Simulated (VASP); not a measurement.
# LiCl (P6_3mc) in VASP: further runs, part 2 of 2

VASP 6.6.1. Earlier steps stand in the parts before.

### Step 3. Vibrations by perturbation theory, PBE

INCAR

```
SYSTEM = LiCl
ALGO = Normal ; EDIFF = 1E-8
ENCUT = 520 ; GGA = PE
IBRION = 8 ; ISIF = 2
ISMEAR = 0 ; LASPH = .True.
LCHARG = .False. ; LEPSILON = .True.
LREAL = .False. ; LWAVE = .False.
NELM = 60 ; NSW = 1
PREC = Accurate ; SIGMA = 0.01
```

KPOINTS

```
k-points
0
Gamma
  6 6 4
  0 0 0
```

POSCAR

```
LiCl
1.0
    3.9284142528      0.0000000000      0.0000000000
   -1.9642071264      3.4021065395      0.0000000000
    0.0000000000      0.0000000000      6.2838905090
Li Cl
2 2
Direct
    0.3333333333      0.6666666667      0.8155495850
    0.6666666667      0.3333333333      0.3155495850
    0.6666666667      0.3333333333      0.9344972838
    0.3333333333      0.6666666667      0.4344972838
```

Potentials or basis: VASP PAW PBE potentials, release 64 (Li_sv, Cl).

Launch:

```sh
cat potpaw_PBE.64/Li_sv/POTCAR potpaw_PBE.64/Cl/POTCAR > POTCAR
mpirun -np 1 vasp_std > vasp.out
```

OUTCAR:

```text
SYSTEM = LiCl
   EDIFF = 1E-8
   ENCUT = 520
   GGA = PE
   IBRION = 8
   ISIF = 2
   ISMEAR = 0
   LASPH = .True.
   LEPSILON = .True.
   LREAL = .False.
   NELM = 60
   NSW = 1
   PREC = Accurate

 ion  position               nearest neighbor table
   1  0.333  0.667  0.816-   3 2.39   3 2.39   3 2.39   4 2.39
   2  0.667  0.333  0.316-   4 2.39   4 2.39   4 2.39   3 2.39
   3  0.667  0.333  0.934-   1 2.39   1 2.39   1 2.39   2 2.39
   4  0.333  0.667  0.434-   2 2.39   2 2.39   2 2.39   1 2.39

  LATTYP: Found a hexagonal cell.
 ALAT       =     3.9284142528
 C/A-ratio  =     1.5995997633

  Lattice vectors:

 A1 = (   3.9284142528,   0.0000000000,   0.0000000000)
 A2 = (  -1.9642071264,   3.4021065395,   0.0000000000)
 A3 = (   0.0000000000,   0.0000000000,   6.2838905090)

Analysis of symmetry for initial positions (statically):
=====================================================================
 Subroutine PRICEL returns:
 Original cell was already a primitive cell.

 Routine SETGRP: Setting up the symmetry group for a
 hexagonal supercell.

 Subroutine GETGRP returns: Found 12 space group operations
[... 662 lines left out ...]
  x     0.00000    -0.00000     0.00000    -2.08403     0.00000    -1.06963
  y    -2.08403     2.08403     0.00000     0.00000    -1.17946     0.00000
  z    -1.14494    -1.14494     2.42407     0.00000     0.00000     0.00000

 SECOND DERIVATIVES (NOT SYMMETRIZED)
 ------------------------------------
               1X          1Y          1Z          2X          2Y          2Z          3X          3Y          3Z          4X          4Y          4Z
  1X    -2.079641    0.000000    0.000000    0.039242   -0.000000    0.000000    1.849376   -0.000000    0.000000    0.191024    0.000000   -0.000000
  1Y     0.000000   -2.079641    0.000000   -0.000000    0.039242   -0.000000   -0.000000    1.849376    0.000000    0.000000    0.191024    0.000000
  1Z     0.000000    0.000000   -2.625767    0.000000   -0.000000    0.726224    0.000000    0.000000    0.804628    0.000000    0.000000    1.094916
  2X     0.039242   -0.000000    0.000000   -2.079641   -0.000000    0.000000    0.191024    0.000000    0.000000    1.849376   -0.000000    0.000000
  2Y     0.000000    0.039242    0.000000   -0.000000   -2.079641   -0.000000    0.000000    0.191024   -0.000000    0.000000    1.849376    0.000000
  2Z     0.000000    0.000000    0.726224   -0.000000    0.000000   -2.625767    0.000000    0.000000    1.094916    0.000000    0.000000    0.804628
  3X     1.890743    0.000000    0.000000    0.138715    0.000000    0.000000   -2.211283    0.000000   -0.000000    0.181824    0.000000    0.000000
  3Y     0.000000    1.890743   -0.000000    0.000000    0.138715    0.000000    0.000000   -2.211283    0.000000   -0.000000    0.181824    0.000000
  3Z     0.000000   -0.000000    0.759486    0.000000    0.000000    1.037561    0.000000    0.000000   -3.162773    0.000000    0.000000    1.365725
  4X     0.138715   -0.000000    0.000000    1.890743    0.000000   -0.000000    0.181824    0.000000   -0.000000   -2.211283    0.000000   -0.000000
  4Y    -0.000000    0.138715   -0.000000    0.000000    1.890743    0.000000    0.000000    0.181824   -0.000000    0.000000   -2.211283   -0.000000
  4Z     0.000000    0.000000    1.037561    0.000000    0.000000    0.759486   -0.000000    0.000000    1.365725    0.000000    0.000000   -3.162773

 Eigenvectors and eigenvalues of the dynamical matrix
 ----------------------------------------------------

   1 f  =   10.820883 THz    67.989611 2PiTHz  360.945794 cm-1    44.751555 meV
             X         Y         Z           dx          dy          dz
     -0.000000  2.268071  5.124824     0.000000    0.000000    0.706178
      1.964207  1.134036  1.982879     0.000000    0.000000   -0.706178
      1.964207  1.134036  5.872279    -0.000000   -0.000000    0.036230
     -0.000000  2.268071  2.730333    -0.000000   -0.000000   -0.036230
[... 71 lines left out ...]
  12 f/i=    0.089602 THz     0.562984 2PiTHz    2.988791 cm-1     0.370563 meV
             X         Y         Z           dx          dy          dz
     -0.000000  2.268071  5.124824     0.000000    0.000000    0.280759
      1.964207  1.134036  1.982879     0.000000    0.000000    0.280759
      1.964207  1.134036  5.872279     0.000000    0.000000    0.648980
     -0.000000  2.268071  2.730333     0.000000    0.000000    0.648980

--------------------------------------------------------------------------------------------------------

 MACROSCOPIC STATIC DIELECTRIC TENSOR IONIC CONTRIBUTION
 ------------------------------------------------------
           2.218593     0.000000    -0.000000
           0.000000     2.218593     0.000000
          -0.000000     0.000000     2.529873
 ------------------------------------------------------

 ELASTIC MODULI CONTR FROM IONIC RELAXATION (kBar)
 Direction    XX          YY          ZZ          XY          YZ          ZX
 --------------------------------------------------------------------------------
 XX         -96.8754     44.6863     56.4157     -0.0000      0.0000     -0.0000
 YY          44.6863    -96.8754     56.4157      0.0000     -0.0000      0.0000
 ZZ          56.4157     56.4157   -121.9691     -0.0000      0.0000     -0.0000
 XY          -0.0000      0.0000     -0.0000    -70.7808     -0.0000      0.0000
 YZ           0.0000     -0.0000      0.0000     -0.0000    -25.7115     -0.0000
 ZX          -0.0000      0.0000     -0.0000      0.0000     -0.0000    -23.3727
 --------------------------------------------------------------------------------

 PIEZOELECTRIC TENSOR IONIC CONTR  for field in x, y, z        (C/m^2)
          XX          YY          ZZ          XY          YZ          ZX
  --------------------------------------------------------------------------------
  x     0.00000    -0.00000     0.00000    -0.00000     0.00000     0.21427
  y     0.00000     0.00000    -0.00000     0.00000     0.22474     0.00000
  z     0.24177     0.24177    -0.52269    -0.00000     0.00000    -0.00000
```

OSZICAR:

```text
N       E                     dE             d eps       ncg     rms          rms(c)
DAV:   1     0.137848969592E+03    0.13785E+03   -0.92356E+03   588   0.136E+03
DAV:   2     0.903636343542E+00   -0.13695E+03   -0.13091E+03   756   0.277E+02
DAV:   3    -0.143653145671E+02   -0.15269E+02   -0.15245E+02  1046   0.852E+01
DAV:   4    -0.150376475881E+02   -0.67233E+00   -0.67092E+00   868   0.185E+01
DAV:   5    -0.150994191026E+02   -0.61772E-01   -0.61770E-01   924   0.444E+00    0.327E+00
[... 318 lines left out ...]
RMM:  18    -0.216950477460E+00    0.39444E-07   -0.16500E-06  1713   0.774E-05    0.160E-06
RMM:  19    -0.216950437577E+00    0.39883E-07   -0.11958E-06  1521   0.723E-05    0.349E-06
RMM:  20    -0.216950416841E+00    0.20736E-07   -0.10350E-06  1349   0.678E-05    0.364E-06
RMM:  21    -0.216950394278E+00    0.22564E-07   -0.73400E-07  1374   0.647E-05    0.389E-06
RMM:  22    -0.216950379206E+00    0.15072E-07   -0.67250E-07  1455   0.622E-05    0.344E-06
 Linear response finished
```

stdout:

```text
POSCAR found type information on POSCAR LiCl
 POSCAR found :  2 types and       4 ions
 scaLAPACK will be used
 LDA part: xc-table for (Slater+PW92), standard interpolation
 POSCAR, INCAR and KPOINTS ok, starting setup
 FFT: planning ... GRIDC
 FFT: planning ... GRID_SOFT
 FFT: planning ... GRID
 WAVECAR not read
 entering main loop
[... 32 lines left out ...]
 force on displaced ion       1 direction 3 :  -0.000   0.000  -2.626
 Born effective charge ion    1 direction 3 :   0.000   0.000   1.039
 Linear response progress:
 first order change of Fermi-energy   0.26504E-01
 force on displaced ion       3 direction 1 :  -2.211  -0.000   0.000
 Born effective charge ion    3 direction 1 :  -1.023  -0.000   0.000
 Linear response progress:
 first order change of Fermi-energy  -0.32592E+00
 force on displaced ion       3 direction 3 :  -0.000   0.000  -3.163
 Born effective charge ion    3 direction 3 :   0.000   0.000  -1.042
 Born effective charges drift removed
 Linear response finished
```

Wall time 38 min (1 thread of Intel Xeon 8259CL, shared host); peak memory 0.38 GiB.

What came out:

* Electronic dielectric tensor (diagonal): 2.44, 2.44, 2.47
* Born charges (mean of the diagonal): Li +1.03; Cl -1.03 e
* Highest phonon frequency at Γ, LO-TO splitting left out: 361 cm⁻¹

Phonon frequencies in cm⁻¹ (negative: imaginary):
```tsv
q point	frequencies
(0.000, 0.000, 0.000)	-3 0 0 83 83 186 296 306 306 308 308 361
```

Electronic dielectric tensor:
```
2.44 0.00 0.00
0.00 2.44 0.00
0.00 0.00 2.47
```

Born effective charge tensors (e):
atom 1, Li
```
1.02 0.00 0.00
0.00 1.02 0.00
0.00 0.00 1.04
```
atom 2, Li
```
1.02 0.00 0.00
0.00 1.02 0.00
0.00 0.00 1.04
```
atom 3, Cl
```
-1.02  0.00  0.00
 0.00 -1.02  0.00
 0.00  0.00 -1.04
```
atom 4, Cl
```
-1.02  0.00  0.00
 0.00 -1.02  0.00
 0.00  0.00 -1.04
```
